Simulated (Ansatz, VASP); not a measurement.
# Rh: VASP beside Ansatz

```
Rh
1.0
     4.21981    0.00000    0.00000
    -2.10990    3.65446    0.00000
     0.00000    0.00000    2.58958
Rh
3
Direct
  0.00000 0.00000 0.00000
  0.33333 0.66667 0.50000
  0.66667 0.33333 0.50000
```

Alike in both runs: task single point; functional PBE; k mesh 11 × 11 × 16; occupations fermi-dirac, width 0.1 eV; no spin polarisation.

```csv
,VASP,Ansatz
version,VASP 6.6.1,Ansatz 0.2.0
potentials or method,"VASP PAW PBE potentials, release 64 (Rh_pv), cutoff 520 eV","plane waves (420 eV) with PAW, scalar-relativistic"
valence electrons in the cell,45,51
```

VASP gave:

| Quantity | Value |
| --- | --- |
| pressure (GPa) | 24.5 |
| traceless stress, the component that is largest in VASP (GPa) | -2.02 |

**Question.** What did Ansatz give for the same quantities?

**Answer.** Pressure (GPa): 24.5; traceless stress, the component that is largest in VASP (GPa): -1.91.

VASP's potentials hold 45 valence electrons a cell and Ansatz's 51, so a difference there can come from the potentials and not from the codes.
